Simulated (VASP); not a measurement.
Input of a VASP 6.6.1 run:

INCAR

```
SYSTEM = MoS2
PREC = Accurate
ENCUT = 520
EDIFF = 1E-6
ISMEAR = -1
SIGMA = 0.1
LREAL = .False.
LASPH = .True.
NELM = 60
ALGO = Normal
ISIF = 2
LWAVE = .False.
LCHARG = .False.
GGA = PS
NBANDS = 20
```

Contents of KPOINTS:

```
Automatic mesh
0
Gamma
  12 12 6
  0 0 0
```

The input POSCAR:

```
MoS2
1.0
    3.2274650000      0.0000000000      0.0000000000
   -1.6137320000      2.7950660000      0.0000000000
    0.0000000000      0.0000000000      6.3124730000
Mo S
1 2
Direct
    0.0000000000      0.0000000000      0.5000000000
    0.3333333333      0.6666666667      0.2553190000
    0.6666666667      0.3333333333      0.7446810000
```

Potentials or basis: VASP PAW PBE potentials, release 64 (Mo_sv, S).

Command:

```sh
$ cat potpaw_PBE.64/Mo_sv/POTCAR potpaw_PBE.64/S/POTCAR > POTCAR
$ mpirun -np 1 vasp_std > vasp.out
```

Task: What does it give for the largest force?

Result: 0.022 eV/Å.

Task: Estimate the pressure.

Result: -3.3 GPa.

Task: Estimate the band gap on the k mesh.

Result: Zero (band 13 reaches 7.45 eV, above the bottom of band 14 at 6.47 eV).

Forces on the atoms (eV/Å):
```
Mo   0.000  0.000  0.000
S    0.000  0.000 -0.022
S    0.000  0.000  0.022
```

Caveat: the PAW data sets were made with another functional, which shifts forces and pressure a little; this functional lacks dispersion, which binds the layers, so the pressure and a relaxed spacing across them are unreliable.
